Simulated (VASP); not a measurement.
# SiC20 in VASP: further runs

Runs on SiC20. Level: PBE+D3(BJ). Tasks: single point.

Program: VASP 6.6.1. These are calculated values, not measurements. Logs are shortened: lines on timing, memory, paths and dates and some standing lists are left out, and cuts for length are marked.

### Step 1. The cell of the first run

The cell holds a slab with vacuum, 21 atoms: a = 4.930 Å, b = 7.180 Å, c = 22.129 Å, α = 90.00°, β = 90.00°, γ = 99.88°.

### Step 2. Single point, PBE+D3(BJ)

INCAR

```
SYSTEM = SiC20
ALGO = Normal
DIPOL = 0.5 0.5 0.306
EDIFF = 1E-6
ENCUT = 520
GGA = PE
IDIPOL = 3
ISIF = 2
ISMEAR = 0
IVDW = 12
LASPH = .TRUE.
LCHARG = .FALSE.
LDIPOL = .TRUE.
LREAL = Auto
LWAVE = .FALSE.
NBANDS = 58
NELM = 80
PREC = Accurate
SIGMA = 0.1
```

KPOINTS

```
k-points
0
G
  6 4 1
  0 0 0
```

POSCAR

```
SiC20
1.0
    4.9300510483      0.0000000000      0.0000000000
   -1.2325127621      7.0736882673      0.0000000000
    0.0000000000      0.0000000000     22.1293523549
C Si
20 1
Direct
    0.3858166895      0.5432667578      0.1807554029
    0.8858166895      0.5432667578      0.1807554029
    0.2722014076      0.0888056305      0.2267404590
    0.7722014076      0.0888056305      0.2267404590
    0.4009962183      0.6039848731      0.2420688497
    0.9009962183      0.6039848731      0.2420688497
    0.0297911243      0.1191644973      0.2573972018
    0.5297911243      0.1191644973      0.2573972018
    0.1585861258      0.6343445031      0.2727255152
    0.6585861258      0.6343445031      0.2727255152
    0.0461074868      0.1844301691      0.3199090572
    0.5461074868      0.1844301691      0.3199090572
    0.1537589873      0.6150359018      0.3368154657
    0.6537589873      0.6150359018      0.3368154657
    0.3084764848      0.2339064522      0.3480645378
    0.8084764848      0.2339064522      0.3480645378
    0.3880568074      0.5522270554      0.3629961795
    0.8880568074      0.5522270554      0.3629961795
    0.3445502047      0.3782016492      0.3944694004
    0.8445502047      0.3782016492      0.3944694004
    0.5945502047      0.3782016492      0.5345548376
```

Potentials or basis: VASP PAW PBE potentials, release 64 (C, Si).

Command:

```bash
> cat potpaw_PBE.64/C/POTCAR potpaw_PBE.64/Si/POTCAR > POTCAR
> mpirun -np 1 vasp_std > vasp.out
```

OUTCAR:

```text
SYSTEM = SiC20
   EDIFF = 1E-6
   ENCUT = 520
   GGA = PE
   ISIF = 2
   ISMEAR = 0
   IVDW = 12
   LASPH = .TRUE.
   LREAL = Auto
   NELM = 80
   PREC = Accurate
 IVDW          = 12

 ion  position               nearest neighbor table
   1  0.386  0.543  0.181-   5 1.42
   2  0.886  0.543  0.181-   6 1.42
   3  0.272  0.089  0.227-   8 1.42   7 1.42
   4  0.772  0.089  0.227-   7 1.42   8 1.42
   5  0.401  0.604  0.242-   1 1.42  10 1.42   9 1.42
   6  0.901  0.604  0.242-   2 1.42   9 1.42  10 1.42
   7  0.030  0.119  0.257-   4 1.42   3 1.42  11 1.46
   8  0.530  0.119  0.257-   3 1.42   4 1.42  12 1.46
   9  0.159  0.634  0.273-   6 1.42   5 1.42  13 1.42
  10  0.659  0.634  0.273-   5 1.42   6 1.42  14 1.42
  11  0.046  0.184  0.320-  15 1.42  16 1.42   7 1.46
  12  0.546  0.184  0.320-  16 1.42  15 1.42   8 1.46
  13  0.154  0.615  0.337-   9 1.42  18 1.43  17 1.43
  14  0.654  0.615  0.337-  10 1.42  17 1.43  18 1.43
  15  0.308  0.234  0.348-  11 1.42  12 1.42  19 1.45
  16  0.808  0.234  0.348-  12 1.42  11 1.42  20 1.45
  17  0.388  0.552  0.363-  19 1.41  14 1.43  13 1.43
  18  0.888  0.552  0.363-  20 1.41  13 1.43  14 1.43
  19  0.345  0.378  0.394-  17 1.41  15 1.45
  20  0.845  0.378  0.394-  18 1.41  16 1.45
  21  0.595  0.378  0.535-

  LATTYP: Found a simple monoclinic cell.
 ALAT       =     4.9300510483
 B/A-ratio  =     4.4886659668
 C/A-ratio  =     1.4564273888
 COS(beta)  =    -0.1716529104

  Lattice vectors:

 A1 = (   4.9300510483,   0.0000000000,   0.0000000000)
 A2 = (   0.0000000000,   0.0000000000, -22.1293523549)
 A3 = (  -1.2325127621,   7.0736882673,   0.0000000000)

Analysis of symmetry for initial positions (statically):
=====================================================================
 Subroutine PRICEL returns:
 Original cell was already a primitive cell.

 Routine SETGRP: Setting up the symmetry group for a
 simple monoclinic supercell.

 Subroutine GETGRP returns: Found  1 space group operations
 (whereof  1 operations were pure point group operations)
 out of a pool of  4 trial point group operations.

The static configuration has the point symmetry C_1 .

Analysis of symmetry for dynamics (positions and initial velocities):
=====================================================================
 Subroutine PRICEL returns:
 Original cell was already a primitive cell.

 Routine SETGRP: Setting up the symmetry group for a
 simple monoclinic supercell.

 Subroutine GETGRP returns: Found  1 space group operations
 (whereof  1 operations were pure point group operations)
 out of a pool of  4 trial point group operations.

The dynamic configuration has the point symmetry C_1 .
[... 142 lines left out ...]
   EFERMI_NEDOS =   21; number of points for ismear=-14 and -15
   IALGO  =     38    algorithm
   IMIX   =      4    mixing-type and parameters
     AMIX     =   0.40;   BMIX     =  1.00
     AMIX_MAG =   1.60;   BMIX_MAG =  1.00
  volume/ion in A,a.u.               =      36.75       248.00
  Fermi-wavevector in a.u.,A,eV,Ry     =   0.781650  1.477105  8.312852  0.610977
  Thomas-Fermi vector in A             =   1.885212
   LORBIT       =      0    0 simple, 1 ext, 2 COOP (PROOUT), +10 PAW based schemes
   GGA     = PE    functional components
   LHFCALC =     F    Hartree Fock is set to
   AEXX    =    0.0000 exact exchange contribution
   IVDW    =    12    specifies the selected vdW correction
   LEPSILON=     F    determine dielectric tensor
   LRPA    =     F    only Hartree local field effects (RPA)
 non-spin polarized calculation
 Gauss-broadening in eV      SIGMA  =   0.10
  energy-cutoff  :      520.00
  volume of cell :      771.73
 maximum number of plane-waves:     20814
 NGX is ok and might be reduce to    40
   NGX = 19   NGY = 27   NGZ = 83

 dipolmoment           0.000000      0.000000      0.217461 electrons x Angstroem

 number of electron      84.0000001 magnetization

 dipolmoment           0.000000      0.000000     -0.659080 electrons x Angstroem

 Free energy of the ion-electron system (eV)
  ---------------------------------------------------
  ext. energy  EPLUGINS =         0.00000000
  ---------------------------------------------------
  free energy    TOTEN  =      -161.07213249 eV

  energy without entropy =     -160.94952979  energy(sigma->0) =     -161.01083114

 E-fermi :  -3.0664     XC(G=0):  -3.7095

 val. band max:       -3.0704277858   @ k =   0.3333   0.2500   0.0000
 cond. band min:      -3.0660563541   @ k =   0.3333   0.0000   0.0000
 fundamental gap:      0.0043714317
 Fermi energy:        -3.0664186066

 k-point     1 :       0.0000    0.0000    0.0000
  band No.  band energies     occupation
      1     -22.6196      2.00000
      2     -21.3839      2.00000
      3     -20.1604      2.00000
      4     -18.8259      2.00000
      5     -18.7032      2.00000
      6     -18.1313      2.00000
[... 787 lines left out ...]
     53       0.5816      0.00000
     54       0.5975      0.00000
 [bands above 54 left out]

------------------------ aborting loop because EDIFF is reached ----------------------------------------

 vacuum level on the upper side and lower side of the slab       (xc-potential included)        -1.801         1.575

 Edisp (eV)   -2.36022

 E8    (eV) :    -0.7200

  FORCE on cell =-STRESS in cart. coord.  units (eV):
  Direction    XX          YY          ZZ          XY          YZ          ZX
  --------------------------------------------------------------------------------------
  -------------------------------------------------------------------------------------
  Total     -10.57958     0.98553    -7.57679    -0.00024    -2.83364    -0.00540
  in kB     -21.96409     2.04604   -15.73003    -0.00049    -5.88287    -0.01121
  external pressure =      -11.88 kB  Pullay stress =        0.00 kB

 VOLUME and BASIS-vectors are now :
 -----------------------------------------------------------------------------
  energy-cutoff  :      520.00
  volume of cell :      771.73
      direct lattice vectors                 reciprocal lattice vectors
     4.930051048  0.000000000  0.000000000     0.202837656  0.035342242  0.000000000
    -1.232512762  7.073688267  0.000000000     0.000000000  0.141368967  0.000000000
     0.000000000  0.000000000 22.129352355     0.000000000  0.000000000  0.045188851

 POSITION                                       TOTAL-FORCE (eV/Angst)
 -----------------------------------------------------------------------------------
      1.23251      3.84290      4.00000         0.001331      0.322015      1.359729
      3.69754      3.84290      4.00000         0.005126      0.321552      1.359439
      1.23251      0.62818      5.01762         0.102636      0.564542      1.697653
      3.69754      0.62818      5.01762        -0.112722      0.561109      1.698545
      1.23251      4.27240      5.35683        -0.003163      0.585974     -2.384962
      3.69754      4.27240      5.35683        -0.001011      0.587919     -2.386802
[... 13 lines left out ...]
      3.69754      2.67528      8.72935         0.261900     -0.068330      0.774308
      2.46502      2.67528     11.82935         0.001610     -0.031091     -1.217346
 -----------------------------------------------------------------------------------
    total drift:                               -0.038358     -0.003371      0.018763

  FREE ENERGIE OF THE ION-ELECTRON SYSTEM (eV)
  ---------------------------------------------------
  free  energy   TOTEN  =      -163.4323488095 eV

  energy  without entropy=     -163.3097461125  energy(sigma->0) =     -163.37104746

 vacuum level on the upper side and lower side of the slab         0.723         4.211
```

OSZICAR:

```text
N       E                     dE             d eps       ncg     rms          rms(c)
DAV:   1     0.683200360757E+03    0.68320E+03   -0.31857E+04  1656   0.111E+03
DAV:   2    -0.479840816361E+02   -0.73118E+03   -0.69198E+03  2358   0.256E+02
DAV:   3    -0.173466618771E+03   -0.12548E+03   -0.12399E+03  1896   0.110E+02
[... 23 lines left out ...]
DAV:  27    -0.161072124699E+03   -0.57388E-05   -0.41397E-07  1198   0.131E-03    0.805E-04
DAV:  28    -0.161072127383E+03   -0.26842E-05   -0.90166E-08  1054   0.799E-04    0.338E-04
DAV:  29    -0.161072130463E+03   -0.30800E-05   -0.11694E-07  1168   0.574E-04    0.223E-04
DAV:  30    -0.161072131534E+03   -0.10714E-05   -0.29383E-08  1140   0.336E-04    0.918E-05
DAV:  31    -0.161072132491E+03   -0.95659E-06   -0.45261E-08  1054   0.288E-04
   1 F= -.16343235E+03 E0= -.16337105E+03  d E =-.122603E+00
```

Run time: 14 min. Hardware: 1 thread of Intel Xeon 6975P-C (Granite Rapids), shared host; peak memory 0.91 GiB.

Results:

```
Free energy                : -163.4323 eV
Largest force              : 2.458 eV/Å
Band gap on the k mesh     : zero (bands 42 and 43 overlap by 0.05 eV)
Dispersion energy per atom : -0.112 eV
```

Forces in eV/Å, atoms in the order of the input:
```
C    0.001  0.322  1.360
C    0.005  0.322  1.359
C    0.103  0.565  1.698
C   -0.113  0.561  1.699
C   -0.003  0.586 -2.385
C   -0.001  0.588 -2.387
C   -0.003 -0.857 -1.594
C   -0.002 -0.841 -1.430
C    0.003 -0.612  0.647
C    0.000 -0.561  0.683
C    0.003 -0.027 -0.040
C    0.003 -0.001 -0.038
C   -0.005 -0.120  0.010
C   -0.006 -0.025 -0.016
C    0.102 -0.198 -0.006
C   -0.101 -0.199 -0.006
C    0.124  0.334  0.058
C   -0.121  0.333  0.058
C   -0.253 -0.070  0.774
C    0.262 -0.068  0.774
Si   0.002 -0.031 -1.217
```

Levels at points of the mesh, in eV from the Fermi level:
| k point | band 38 | band 39 | band 40 | band 41 | band 42 | band 43 | band 44 | band 45 | band 46 | band 47 |
| --- | --- | --- | --- | --- | --- | --- | --- | --- | --- | --- |
| (0.00, 0.00, 0.00) | -1.40 | -1.09 | -0.82 | -0.36 | -0.07 | 0.04 | 0.21 | 0.46 | 0.60 | 0.78 |
| (0.50, 0.00, 0.00) | -1.66 | -1.58 | -0.31 | -0.13 | -0.05 | 0.14 | 0.33 | 0.35 | 0.52 | 1.64 |
| (0.00, 0.50, 0.00) | -1.40 | -1.09 | -0.82 | -0.36 | -0.17 | -0.05 | 0.31 | 0.46 | 0.60 | 0.91 |
| (0.50, 0.50, 0.00) | -1.69 | -1.56 | -0.30 | -0.09 | -0.01 | 0.09 | 0.33 | 0.35 | 0.53 | 1.68 |

### Step 3. Single point, PBE+D3(BJ)

INCAR

```
SYSTEM = SiC20
ALGO = Normal
DIPOL = 0.5 0.5 0.306
EDIFF = 1E-6
ENCUT = 520
GGA = PE
IDIPOL = 3
ISIF = 2
ISMEAR = 0
IVDW = 12
LASPH = .True.
LCHARG = .True.
LDIPOL = .True.
LELF = .True.
LREAL = Auto
LVACPOTAV = .True.
LVHAR = .True.
LWAVE = .False.
NBANDS = 58
NELM = 60
PREC = Accurate
SIGMA = 0.1
```

KPOINTS

```
k-points
0
Gamma
  6 4 1
  0 0 0
```

POSCAR, as its differences from that of step 2:

```diff
@@ -28,2 +28,2 @@
     0.8445502047      0.3782016492      0.3944694004
-    0.5945502047      0.3782016492      0.5345548376
+    0.5945502047      0.8782016492      0.5345548376
```

Potentials or basis: VASP PAW PBE potentials, release 64 (C, Si).

Command:

```bash
> cat potpaw_PBE.64/C/POTCAR potpaw_PBE.64/Si/POTCAR > POTCAR
> mpirun -np 1 vasp_std > vasp.out
```

It took 14 min on 1 thread of Intel Xeon 6975P-C (Granite Rapids), shared host; peak memory 0.91 GiB.

It converged, with:

```
Free energy                : -162.7910 eV
Largest force              : 2.595 eV/Å
Band gap on the k mesh     : zero (bands 42 and 43 overlap by 0.06 eV)
Dispersion energy per atom : -0.110 eV
```

Forces in eV/Å, atoms in the order of the input:
```
C    0.003  0.373  1.476
C    0.003  0.368  1.472
C   -0.003  0.469  1.825
C   -0.008  0.454  1.834
C    0.000  0.548 -2.537
C   -0.004  0.560 -2.528
C   -0.004 -0.756 -1.683
C    0.000 -0.753 -1.668
C    0.000 -0.646  0.787
C    0.005 -0.640  0.791
C    0.001  0.003  0.012
C    0.004  0.007  0.006
C   -0.014  0.020 -0.022
C    0.003  0.020 -0.033
C   -0.002 -0.063 -0.034
C    0.003 -0.064 -0.040
C    0.004  0.117  0.070
C    0.002  0.077  0.028
C    0.001 -0.047  0.195
C    0.008 -0.038  0.205
Si   0.000 -0.008 -0.156
```

Levels at points of the mesh, in eV from the Fermi level:
| k point | band 39 | band 40 | band 41 | band 42 | band 43 | band 44 | band 45 | band 46 |
| --- | --- | --- | --- | --- | --- | --- | --- | --- |
| (0.00, 0.00, 0.00) | -1.05 | -0.81 | -0.34 | -0.06 | 0.00 | 0.05 | 0.61 | 0.68 |
| (0.50, 0.00, 0.00) | -1.36 | -0.29 | -0.08 | -0.08 | 0.14 | 0.18 | 0.43 | 0.45 |
| (0.00, 0.50, 0.00) | -1.05 | -0.81 | -0.34 | -0.12 | -0.03 | 0.01 | 0.66 | 0.73 |
| (0.50, 0.50, 0.00) | -1.33 | -0.28 | -0.04 | -0.04 | 0.14 | 0.16 | 0.44 | 0.45 |

### Step 4. Single point, PBE+D3(BJ)

INCAR

```
ALGO = Normal
DIPOL = 0.5 0.5 0.306
EDIFF = 1E-6
ENCUT = 520
GGA = PE
IDIPOL = 3
ISIF = 2
ISMEAR = 0
IVDW = 12
LASPH = T
LCHARG = F
LDIPOL = T
LREAL = Auto
LWAVE = F
NBANDS = 58
NELM = 80
PREC = Accurate
SIGMA = 0.1
```

KPOINTS

```
k-points
0
Gamma
  6 4 1
```

POSCAR, as its differences from that of step 3:

```diff
@@ -28,2 +28,2 @@
     0.8445502047      0.3782016492      0.3944694004
-    0.5945502047      0.8782016492      0.5345548376
+    0.3445502047      1.1282016492      0.5345548376
```

Potentials or basis: VASP PAW PBE potentials, release 64 (C, Si).

Command:

```bash
> cat potpaw_PBE.64/C/POTCAR potpaw_PBE.64/Si/POTCAR > POTCAR
> mpirun -np 1 vasp_std > vasp.out
```

OUTCAR:

```text
EDIFF = 1E-6
   ENCUT = 520
   GGA = PE
   ISIF = 2
   ISMEAR = 0
   IVDW = 12
   LASPH = T
   LREAL = Auto
   NELM = 80
   PREC = Accurate
 IVDW          = 12

 ion  position               nearest neighbor table
   1  0.386  0.543  0.181-   5 1.42
   2  0.886  0.543  0.181-   6 1.42
   3  0.272  0.089  0.227-   8 1.42   7 1.42
   4  0.772  0.089  0.227-   7 1.42   8 1.42
   5  0.401  0.604  0.242-   1 1.42  10 1.42   9 1.42
   6  0.901  0.604  0.242-   2 1.42   9 1.42  10 1.42
   7  0.030  0.119  0.257-   4 1.42   3 1.42  11 1.46
   8  0.530  0.119  0.257-   3 1.42   4 1.42  12 1.46
   9  0.159  0.634  0.273-   6 1.42   5 1.42  13 1.42
[... 1050 lines left out ...]
  in kB     -22.14762    -0.44959   -12.22144     0.04713    -3.63707    -0.08774
  external pressure =      -11.61 kB  Pullay stress =        0.00 kB

 VOLUME and BASIS-vectors are now :
 -----------------------------------------------------------------------------
  energy-cutoff  :      520.00
  volume of cell :      771.73
      direct lattice vectors                 reciprocal lattice vectors
     4.930051048  0.000000000  0.000000000     0.202837656  0.035342242  0.000000000
    -1.232512762  7.073688267  0.000000000     0.000000000  0.141368967  0.000000000
     0.000000000  0.000000000 22.129352355     0.000000000  0.000000000  0.045188851

 POSITION                                       TOTAL-FORCE (eV/Angst)
 -----------------------------------------------------------------------------------
      1.23251      3.84290      4.00000         0.001642      0.339852      1.404336
      3.69754      3.84290      4.00000         0.003841      0.359760      1.436552
      1.23251      0.62818      5.01762         0.012998      0.511901      1.801749
      3.69754      0.62818      5.01762        -0.025811      0.533917      1.794840
      1.23251      4.27240      5.35683         0.000288      0.579762     -2.426423
      3.69754      4.27240      5.35683        -0.001608      0.555039     -2.493576
[... 13 lines left out ...]
      3.69754      2.67528      8.72935         0.056722     -0.066050      0.101982
      1.54064      0.90686     11.82935        -0.010855      0.310394     -0.523118
 -----------------------------------------------------------------------------------
    total drift:                               -0.037983     -0.002790      0.020218

  FREE ENERGIE OF THE ION-ELECTRON SYSTEM (eV)
  ---------------------------------------------------
  free  energy   TOTEN  =      -163.0267776761 eV

  energy  without entropy=     -162.8952863063  energy(sigma->0) =     -162.96103199

 vacuum level on the upper side and lower side of the slab         0.779         4.066
```

stdout:

```text
POSCAR found type information on POSCAR C Si
 POSCAR found :  2 types and      21 ions
 scaLAPACK will be used
 LDA part: xc-table for (Slater+PW92), standard interpolation
 POSCAR, INCAR and KPOINTS ok, starting setup
 FFT: planning ... GRIDC
 FFT: planning ... GRID_SOFT
 FFT: planning ... GRID
 WAVECAR not read
 entering main loop
```

It took 28 min on 1 thread of Intel Xeon 8259CL, shared host; peak memory 0.89 GiB.

What came out:

```yaml
Free_energy: -163.0268 eV
Largest_force: 2.555 eV/Å
Band_gap_on_the_k_mesh: zero (bands 42 and 43 overlap by 0.09 eV)
Dispersion_energy_per_atom: -0.111 eV
```

Forces in eV/Å, atoms in the order of the input:
```
C    0.002  0.340  1.404
C    0.004  0.360  1.437
C    0.013  0.512  1.802
C   -0.026  0.534  1.795
C    0.000  0.580 -2.426
C   -0.002  0.555 -2.494
C    0.011 -0.812 -1.647
C   -0.013 -0.819 -1.618
C   -0.005 -0.627  0.730
C    0.006 -0.617  0.727
C    0.048 -0.018 -0.018
C   -0.037 -0.009 -0.007
C    0.052 -0.051 -0.003
C   -0.060 -0.037 -0.012
C    0.003 -0.141 -0.142
C   -0.012 -0.005  0.024
C    0.033  0.319  0.061
C   -0.034  0.049  0.125
C   -0.029 -0.357  0.682
C    0.057 -0.066  0.102
Si  -0.011  0.310 -0.523
```

### Step 5. Single point, PBE+D3(BJ)

INCAR

```
SYSTEM = SiC20
PREC = Accurate
ENCUT = 520
EDIFF = 1E-6
ISMEAR = 0
SIGMA = 0.1
LREAL = Auto
LASPH = .TRUE.
NELM = 60
ALGO = Normal
ISIF = 2
LWAVE = .FALSE.
LCHARG = .FALSE.
LDIPOL = .TRUE.
IDIPOL = 3
DIPOL = 0.5 0.5 0.306
GGA = PE
IVDW = 12
NBANDS = 58
```

KPOINTS

```
Automatic mesh
0
G
  6 4 1
  0 0 0
```

POSCAR, as its differences from that of step 4:

```diff
@@ -28,2 +28,2 @@
     0.8445502047      0.3782016492      0.3944694004
-    0.3445502047      1.1282016492      0.5345548376
+    0.4695502047      0.8782016492      0.5345548376
```

Command:

```bash
> cat potpaw_PBE.64/C/POTCAR potpaw_PBE.64/Si/POTCAR > POTCAR
> mpirun -np 1 vasp_std > vasp.out
```

It took 27 min on 1 thread of Intel Xeon 8259CL, shared host; peak memory 0.89 GiB.

Results (log left out):

```
Free energy                : -162.7917 eV
Largest force              : 2.595 eV/Å
Band gap on the k mesh     : zero (bands 42 and 43 overlap by 0.06 eV)
Dispersion energy per atom : -0.110 eV
```

Forces in eV/Å, atoms in the order of the input:
```
C    0.003  0.374  1.477
C    0.003  0.368  1.474
C   -0.001  0.471  1.824
C   -0.009  0.454  1.839
C   -0.002  0.545 -2.537
C   -0.003  0.562 -2.530
C   -0.005 -0.756 -1.681
C    0.001 -0.755 -1.674
C   -0.002 -0.644  0.791
C    0.006 -0.642  0.790
C    0.001  0.006  0.008
C    0.005  0.005  0.011
C   -0.014  0.020 -0.028
C    0.003  0.020 -0.030
C   -0.002 -0.071 -0.040
C    0.003 -0.057 -0.034
C    0.006  0.135  0.081
C   -0.003  0.064  0.021
C    0.000 -0.057  0.211
C    0.009 -0.030  0.186
Si   0.002 -0.010 -0.158
```

Levels at points of the mesh, in eV from the Fermi level:
```tsv
k point	band 39	band 40	band 41	band 42	band 43	band 44	band 45	band 46
(0.00, 0.00, 0.00)	-1.05	-0.81	-0.34	-0.06	0.00	0.05	0.62	0.68
(0.50, 0.00, 0.00)	-1.36	-0.29	-0.08	-0.08	0.14	0.18	0.43	0.45
(0.00, 0.50, 0.00)	-1.05	-0.81	-0.34	-0.12	-0.03	0.01	0.68	0.71
(0.50, 0.50, 0.00)	-1.33	-0.28	-0.04	-0.04	0.14	0.16	0.44	0.45
```

### Step 6. The runs side by side

```csv
cell,gap on the mesh (eV),largest force (eV/Å)
"as given, atomic positions A",none,2.46
"as given, atomic positions B",none,2.60
"as given, atomic positions C",none,2.55
"as given, atomic positions D",none,2.60
```

Alike in all rows: task single point; level PBE+D3(BJ); potentials or basis VASP PAW PBE potentials, release 64 (C, Si); no spin polarisation; k mesh 6 × 4 × 1; cutoff (eV) 520; smearing gaussian 0.1 eV.

Total energies depend on the potentials used, so only differences within one code and one set of settings carry meaning.
